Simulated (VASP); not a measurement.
Input of a VASP 6.6.1 run:

File POSCAR:

```
BN
1.0
    0.0338402579      1.8048137558      1.8048137558
    1.8048137558      0.0338402579      1.8048137558
    1.8386540137      1.8386540137      0.0000000000
B N
1 1
Direct
    0.0000000000      0.0000000000      0.0000000000
    0.7500000000      0.7500000000      0.7500000000
```

File INCAR.step1:

```
SYSTEM = BN
ALGO = Normal ; EDIFF = 1E-4
ENCUT = 520 ; GGA = PE
ISMEAR = 0 ; LASPH = .TRUE.
LCHARG = .FALSE. ; LREAL = .FALSE.
LWAVE = .TRUE. ; NBANDS = 11
NELM = 80 ; PREC = Accurate
SIGMA = 0.05
```

Contents of INCAR.step2:

```
SYSTEM = BN
ALGO = Normal ; EDIFF = 1E-6
ENCUT = 520 ; ISIF = 2
ISMEAR = 0 ; ISTART = 1
LASPH = .TRUE. ; LCHARG = .FALSE.
LMIXTAU = .TRUE. ; LREAL = .FALSE.
LWAVE = .FALSE. ; METAGGA = R2SCAN
NBANDS = 11 ; NELM = 80
PREC = Accurate ; SIGMA = 0.05
```

KPOINTS

```
k-points
0
G
  12 12 12
  0 0 0
```

Potentials or basis: VASP PAW PBE potentials, release 64 (B, N).

Launch:

```console
$ cat potpaw_PBE.64/B/POTCAR potpaw_PBE.64/N/POTCAR > POTCAR
$ cp INCAR.step1 INCAR
$ mpirun -np 1 vasp_std > vasp.out
$ cp INCAR.step2 INCAR
$ mpirun -np 1 vasp_std > vasp.out
```

Predict the pressure.

1.8 GPa.

Predict the band gap on the k mesh.

4.81 eV, indirect (least direct gap 8.97 eV).

What does it give for the largest force?

0.039 eV/Å.

Forces in eV/Å, atoms in the order of the input:
```
B    0.000  0.000 -0.039
N    0.000  0.000  0.039
```

Caveat: the cell differs from its parent crystal (strain +0.0375 x Voigt [0, 0, 0, 0, 0, 1]); the PAW data sets were made with another functional, which shifts forces and pressure a little. A k mesh can miss the band edges.
